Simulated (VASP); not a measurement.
# Ti4HO8 in VASP: single point with LDA

Aim: the single point of Ti4HO8 with LDA.

All numbers are computed with VASP 6.6.1; they aren't measurements. Logs are shortened: lines on timing, memory, paths and dates and some standing lists are left out, and cuts for length are marked.

## Step 1: The cell of the first run

The cell holds a slab with vacuum, 26 atoms: a = 6.497 Å, b = 5.918 Å, c = 18.236 Å, α = 90.00°, β = 90.00°, γ = 90.00°.

## Step 2: Single point, LDA

The input, INCAR:

```
SYSTEM = Ti4HO8
ALGO = Normal ; EDIFF = 1E-7
ENCUT = 520 ; GGA = CA
ISIF = 2 ; ISMEAR = 0
LASPH = .True. ; LCHARG = .False.
LREAL = Auto ; LWAVE = .False.
NBANDS = 116 ; NELM = 60
PREC = Accurate ; SIGMA = 0.02
```

The input, KPOINTS:

```
k-points
0
Gamma
  2 2 1
  0 0 0
```

The input, POSCAR:

```
Ti4HO8
1.0
    6.4968970000      0.0000000000      0.0000000000
    0.0000000000      5.9180000000      0.0000000000
    0.0000000000      0.0000000000     18.2364990000
Ti O H
8 16 2
Direct
    0.0000000000      0.0000000000      0.0548351000
    0.5000000000      0.2500000000      0.0548351000
    0.5002220678     -0.0088815281      0.2403504816
    1.0002702200      0.2477111977      0.2354094541
    0.0000000000      0.5000000000      0.0548351000
    0.5000000000      0.7500000000      0.0548351000
    0.5003923118      0.4917053436      0.2409563389
    1.0002509124      0.7478322397      0.2351336270
    1.0001983241     -0.0000105166      0.1497791890
    0.1940000000      0.2500000000      0.0548351000
    0.5000000000      0.0000000000      0.1239491000
    0.8060000000      0.2500000000      0.0548351000
    0.5005802570     -0.0071089715      0.3394830151
    0.6955198185      0.2473098393      0.2290785413
    0.0002990832     -0.0018573461      0.2911106866
    0.3051002135      0.2473354154      0.2291391524
    1.0002033882      0.4989223340      0.1497784351
    0.1940000000      0.7500000000      0.0548351000
    0.5000000000      0.5000000000      0.1239491000
    0.8060000000      0.7500000000      0.0548351000
    0.5006512374      0.5104482229      0.3390369193
    0.6960585886      0.7482920428      0.2278278166
    0.0002776517      0.4986263314      0.2910435392
    0.3045324203      0.7482935441      0.2278815499
    0.5010896607      1.1386458870      0.3653489454
    0.5007957724      0.6635913681      0.3609878354
```

Potentials or basis: VASP PAW LDA potentials, release 64 (Ti_sv, O, H).

On the command line:

```bash
$ cat potpaw_LDA.64/Ti_sv/POTCAR potpaw_LDA.64/O/POTCAR potpaw_LDA.64/H/POTCAR > POTCAR
$ mpirun -np 1 vasp_std > vasp.out
```

OUTCAR:

```text
SYSTEM = Ti4HO8
   EDIFF = 1E-7
   ENCUT = 520
   GGA = CA
   ISIF = 2
   ISMEAR = 0
   LASPH = .True.
   LREAL = Auto
   NELM = 60
   PREC = Accurate

 ion  position               nearest neighbor table
   1  0.000  0.000  0.055-   9 1.73  10 1.94  12 1.94  18 1.94  20 1.94
   2  0.500  0.250  0.055-  11 1.94  19 1.94  12 1.99  10 1.99
   3  0.500  0.991  0.240-  13 1.81  24 1.93  22 1.93  16 1.99  14 1.99  11 2.12
   4  0.000  0.248  0.235-  15 1.79  23 1.80  14 1.98  16 1.98   9 2.14  17 2.16
   5  0.000  0.500  0.055-  17 1.73  12 1.94  10 1.94  18 1.94  20 1.94
   6  0.500  0.750  0.055-  11 1.94  19 1.94  18 1.99  20 1.99
   7  0.500  0.492  0.241-  21 1.79  14 1.94  16 1.94  22 1.99  24 2.00  19 2.13
   8  0.000  0.748  0.235-  23 1.79  15 1.80  22 1.98  24 1.98  17 2.14   9 2.16
   9  0.000  1.000  0.150-   1 1.73   4 2.14   8 2.16
  10  0.194  0.250  0.055-   1 1.94   5 1.94   2 1.99
  11  0.500  0.000  0.124-   2 1.94   6 1.94   3 2.12
  12  0.806  0.250  0.055-   1 1.94   5 1.94   2 1.99
  13  0.501  0.993  0.339-  25 0.98   3 1.81
  14  0.696  0.247  0.229-   7 1.94   4 1.98   3 1.99
  15  0.000  0.998  0.291-   4 1.79   8 1.80
  16  0.305  0.247  0.229-   7 1.94   4 1.98   3 1.99
  17  0.000  0.499  0.150-   5 1.73   8 2.14   4 2.16
  18  0.194  0.750  0.055-   1 1.94   5 1.94   6 1.99
  19  0.500  0.500  0.124-   2 1.94   6 1.94   7 2.13
  20  0.806  0.750  0.055-   1 1.94   5 1.94   6 1.99
  21  0.501  0.510  0.339-  26 0.99   7 1.79
  22  0.696  0.748  0.228-   3 1.93   8 1.98   7 1.99
  23  0.000  0.499  0.291-   8 1.79   4 1.80
  24  0.305  0.748  0.228-   3 1.93   8 1.98   7 2.00
  25  0.501  0.139  0.365-  13 0.98
  26  0.501  0.664  0.361-  21 0.99

  LATTYP: Found a simple orthorhombic cell.
 ALAT       =     5.9180000000
 B/A-ratio  =     1.0978197026
 C/A-ratio  =     3.0815307536

  Lattice vectors:

 A1 = (   0.0000000000,  -5.9180000000,   0.0000000000)
 A2 = (   6.4968970000,   0.0000000000,   0.0000000000)
 A3 = (   0.0000000000,   0.0000000000,  18.2364990000)

Analysis of symmetry for initial positions (statically):
=====================================================================
 Subroutine PRICEL returns:
 Original cell was already a primitive cell.

 Routine SETGRP: Setting up the symmetry group for a
 simple orthorhombic supercell.

 Subroutine GETGRP returns: Found  1 space group operations
 (whereof  1 operations were pure point group operations)
 out of a pool of  8 trial point group operations.

The static configuration has the point symmetry C_1 .

Analysis of symmetry for dynamics (positions and initial velocities):
=====================================================================
 Subroutine PRICEL returns:
 Original cell was already a primitive cell.

 Routine SETGRP: Setting up the symmetry group for a
 simple orthorhombic supercell.

 Subroutine GETGRP returns: Found  1 space group operations
 (whereof  1 operations were pure point group operations)
 out of a pool of  8 trial point group operations.

The dynamic configuration has the point symmetry C_1 .

 Subroutine INISYM returns: Found  1 space group operations
 (whereof  1 operations are pure point group operations),
 and found     1 'primitive' translations

----------------------------------------------------------------------------------------

                                     Primitive cell

  volume of cell :     701.1685

  direct lattice vectors                    reciprocal lattice vectors
     6.496897000  0.000000000  0.000000000     0.153919633  0.000000000  0.000000000
     0.000000000  5.918000000  0.000000000     0.000000000  0.168976005  0.000000000
     0.000000000  0.000000000 18.236499000     0.000000000  0.000000000  0.054835086

  length of vectors
     6.496897000  5.918000000 18.236499000     0.153919633  0.168976005  0.054835086

  position of ions in fractional coordinates (direct lattice)
     0.000000000  0.000000000  0.054835100
     0.500000000  0.250000000  0.054835100
     0.500222068  0.991118472  0.240350482
     0.000270220  0.247711198  0.235409454
     0.000000000  0.500000000  0.054835100
     0.500000000  0.750000000  0.054835100
[... 18 lines left out ...]
     0.501089661  0.138645887  0.365348945
     0.500795772  0.663591368  0.360987835

  ion indices of the primitive-cell ions
   primitive index   ion index
                 1           1
                 2           2
                 3           3
                 4           4
                 5           5
                 6           6
[... 18 lines left out ...]
                25          25
                26          26

----------------------------------------------------------------------------------------

 KPOINTS: k-points

Automatic generation of k-mesh.
 Grid dimensions read from file:
 generate k-points for:    2    2    1

 Generating k-lattice:

  Cartesian coordinates                     Fractional coordinates (reciprocal lattice)
     0.076959816  0.000000000  0.000000000     0.500000000  0.000000000  0.000000000
     0.000000000  0.084488003  0.000000000     0.000000000  0.500000000  0.000000000
     0.000000000  0.000000000  0.054835086     0.000000000  0.000000000  1.000000000

  Length of vectors
     0.076959816  0.084488003  0.054835086

  Shift w.r.t. Gamma in fractional coordinates (k-lattice)
     0.000000000  0.000000000  0.000000000

 Subroutine IBZKPT returns following result:
 ===========================================

 Found      4 irreducible k-points:

 Following reciprocal coordinates:
            Coordinates               Weight
  0.000000  0.000000  0.000000      1.000000
  0.500000  0.000000  0.000000      1.000000
  0.000000  0.500000  0.000000      1.000000
  0.500000  0.500000  0.000000      1.000000
   k-points           NKPTS =      4   k-points in BZ     NKDIM =      4   number of bands    NBANDS=    116
   number of dos      NEDOS =    301   number of ions     NIONS =     26
   total plane-waves  NPLWV = 322560
   dimension x,y,z NGX =    48 NGY =   48 NGZ =  140
   dimension x,y,z NGXF=    96 NGYF=   96 NGZF=  280
   ions per type =               8  16   2
   NGX,Y,Z   is equivalent  to a cutoff of  12.28, 13.48, 12.76 a.u.
   NGXF,Y,Z  is equivalent  to a cutoff of  24.56, 26.97, 25.53 a.u.
 SYSTEM =  Ti4HO8
   PREC   = accura    normal or accurate (medium, high low for compatibility)
   ISTART =      0    job   : 0-new  1-cont  2-samecut
   ICHARG =      2    charge: 1-file 2-atom 10-const
   ISPIN  =      1    spin polarized calculation?
   LNONCOLLINEAR =      F non collinear calculations
   LSORBIT =      F    spin-orbit coupling
   LASPH  =      T    aspherical Exc in radial PAW
   ENCUT  =  520.0 eV  38.22 Ry    6.18 a.u.  12.08 11.00 33.91*2*pi/ulx,y,z
   NELM   =     60;   NELMIN=  2; NELMDL= -5     # of ELM steps
   EDIFF  = 0.1E-06   stopping-criterion for ELM
   LREAL  =      T    real-space projection
   EDIFFG = 0.1E-05   stopping-criterion for IOM
   NSW    =      0    number of steps for IOM
   IBRION =     -1    ionic relax: 0-MD 1-quasi-New 2-CG
   NFREE  =      0    steps in history (QN), initial steepest desc. (CG)
   ISIF   =      2    stress and relaxation
   ISYM   =      2    0-nonsym 1-usesym 2-fastsym
   POTIM  = 0.5000    time-step for ionic-motion
   TEBEG  =    0.0;   TEEND  =   0.0 temperature during run
   PSTRESS=    0.0 pullay stress
   NELECT =     194.0000    total number of electrons
   NUPDOWN=      -1.0000    fix difference up-down
   EMIN   =  10.00;   EMAX   =-10.00  energy-range for DOS
   EFERMI =   0.00;   METHOD = LEGACY
   ISMEAR =     0;   SIGMA  =   0.02  broadening in eV -4-tet -1-fermi 0-gaus
   EFERMI_NEDOS =   21; number of points for ismear=-14 and -15
   IALGO  =     38    algorithm
   IMIX   =      4    mixing-type and parameters
     AMIX     =   0.40;   BMIX     =  1.00
     AMIX_MAG =   1.60;   BMIX_MAG =  1.00
  volume/ion in A,a.u.               =      26.97       181.99
  Fermi-wavevector in a.u.,A,eV,Ry     =   1.066763  2.015890 15.483202  1.137983
  Thomas-Fermi vector in A             =   2.202358
   LORBIT       =      0    0 simple, 1 ext, 2 COOP (PROOUT), +10 PAW based schemes
   GGA     = CA    functional components
   LHFCALC =     F    Hartree Fock is set to
   AEXX    =    0.0000 exact exchange contribution
   IVDW    =     0    specifies the selected vdW correction
   LEPSILON=     F    determine dielectric tensor
   LRPA    =     F    only Hartree local field effects (RPA)
 non-spin polarized calculation
 Gauss-broadening in eV      SIGMA  =   0.02
  energy-cutoff  :      520.00
  volume of cell :      701.17
 maximum number of plane-waves:     18948
   NGX = 25   NGY = 23   NGZ = 67

 number of electron     193.9999965 magnetization

 Free energy of the ion-electron system (eV)
  ---------------------------------------------------
  ext. energy  EPLUGINS =         0.00000000
  ---------------------------------------------------
  free energy    TOTEN  =      -232.12955685 eV

  energy without entropy =     -232.11949465  energy(sigma->0) =     -232.12452575

 E-fermi :  -0.8203     XC(G=0):  -5.2532

 val. band max:       -0.8267142942   @ k =   0.5000   0.5000   0.0000
 cond. band min:      -0.8138937498   @ k =   0.0000   0.5000   0.0000
 fundamental gap:      0.0128205444
 Fermi energy:        -0.8203203950

 k-point     1 :       0.0000    0.0000    0.0000
  band No.  band energies     occupation
      1     -58.5886      2.00000
      2     -58.5434      2.00000
      3     -58.3997      2.00000
      4     -58.3602      2.00000
      5     -57.6167      2.00000
      6     -57.6078      2.00000
[... 101 lines left out ...]
    108       0.5516      0.00000
    109       0.5903      0.00000

 k-point     2 :       0.5000    0.0000    0.0000
  band No.  band energies     occupation
      1     -58.5885      2.00000
      2     -58.5434      2.00000
      3     -58.3998      2.00000
      4     -58.3602      2.00000
      5     -57.6136      2.00000
      6     -57.6108      2.00000
[... 101 lines left out ...]
    108       0.5722      0.00000
    109       0.5826      0.00000

 k-point     3 :       0.0000    0.5000    0.0000
  band No.  band energies     occupation
      1     -58.5663      2.00000
      2     -58.5659      2.00000
      3     -58.3821      2.00000
      4     -58.3779      2.00000
      5     -57.6036      2.00000
      6     -57.5943      2.00000
[... 101 lines left out ...]
    108       0.4700      0.00000
    109       0.8688      0.00000

 k-point     4 :       0.5000    0.5000    0.0000
  band No.  band energies     occupation
      1     -58.5662      2.00000
      2     -58.5658      2.00000
      3     -58.3821      2.00000
      4     -58.3780      2.00000
      5     -57.6028      2.00000
      6     -57.5946      2.00000
[... 101 lines left out ...]
    108       0.5769      0.00000
    109       0.7613      0.00000
 [bands above 109 left out]

------------------------ aborting loop because EDIFF is reached ----------------------------------------

  FORCE on cell =-STRESS in cart. coord.  units (eV):
  Direction    XX          YY          ZZ          XY          YZ          ZX
  --------------------------------------------------------------------------------------
  -------------------------------------------------------------------------------------
  Total      -13.2557601     -8.2205912     -6.3632336     -0.0087142      0.2074718     -0.0350171
  in kB      -30.2895492    -18.7841359    -14.5400547     -0.0199120      0.4740751     -0.0800145
  external PRESSURE =     -21.2045799 kB  Pullay stress =       0.0000000 kB

 VOLUME and BASIS-vectors are now :
 -----------------------------------------------------------------------------
  energy-cutoff  :      520.00
  volume of cell :      701.17
      direct lattice vectors                 reciprocal lattice vectors
     6.496897000  0.000000000  0.000000000     0.153919633  0.000000000  0.000000000
     0.000000000  5.918000000  0.000000000     0.000000000  0.168976005  0.000000000
     0.000000000  0.000000000 18.236499000     0.000000000  0.000000000  0.054835086

 POSITION                                       TOTAL-FORCE (eV/Angst)
 -----------------------------------------------------------------------------------
      0.00000      0.00000      1.00000         0.002710      0.003187      3.357970
      3.24845      1.47950      1.00000        -0.001504      0.017410      4.114569
      3.24989      5.86544      4.38315         0.002089      0.008786     -0.109738
      0.00176      1.46595      4.29304        -0.000915      0.008090     -0.158938
      0.00000      2.95900      1.00000         0.002800     -0.014203      3.358458
      3.24845      4.43850      1.00000        -0.001481      0.007875      4.145555
[... 18 lines left out ...]
      3.25553      0.82051      6.66269        -0.001358      0.129160      0.098774
      3.25362      3.92713      6.58315        -0.000688      0.138677      0.089497
 -----------------------------------------------------------------------------------
    total drift:                                0.014212      0.003442     -0.030458

  FREE ENERGIE OF THE ION-ELECTRON SYSTEM (eV)
  ---------------------------------------------------
  free  energy   TOTEN  =      -232.1295568500 eV

  energy  without entropy=     -232.1194946536  energy(sigma->0) =     -232.12452575
```

It took 18 min on 1 thread of Intel Xeon Platinum 8375C at 2.90GHz (Ice Lake), shared host; peak memory 0.63 GiB.

Results:

* Free energy: -232.1296 eV
* Largest force: 4.146 eV/Å
* Band gap on the k mesh: zero (band 97 reaches -0.81 eV, above the bottom of band 98 at -0.83 eV)

Forces on the atoms (eV/Å):
```
Ti   0.003  0.003  3.358
Ti  -0.002  0.017  4.115
Ti   0.002  0.009 -0.110
Ti  -0.001  0.008 -0.159
Ti   0.003 -0.014  3.358
Ti  -0.001  0.008  4.146
Ti   0.000 -0.006 -0.136
Ti   0.000  0.007 -0.161
O   -0.001 -0.001  0.216
O    1.366 -0.006 -2.331
O    0.001  0.021 -3.104
O   -1.365 -0.006 -2.326
O    0.000 -0.110  0.050
O    0.030 -0.015 -0.002
O   -0.001 -0.001  0.184
O   -0.033 -0.012 -0.001
O   -0.002 -0.002  0.215
O    1.361 -0.004 -2.317
O    0.001 -0.015 -3.104
O   -1.360 -0.004 -2.311
O    0.002 -0.110  0.071
O    0.030 -0.015 -0.013
O   -0.001 -0.002  0.183
O   -0.029 -0.016 -0.009
H   -0.001  0.129  0.099
H   -0.001  0.139  0.089
```

Caveat: the k points lie up to 0.53 Å⁻¹ apart; semilocal functionals often make such compounds metallic where correlation or magnetic order opens a gap, which also shifts bond lengths.
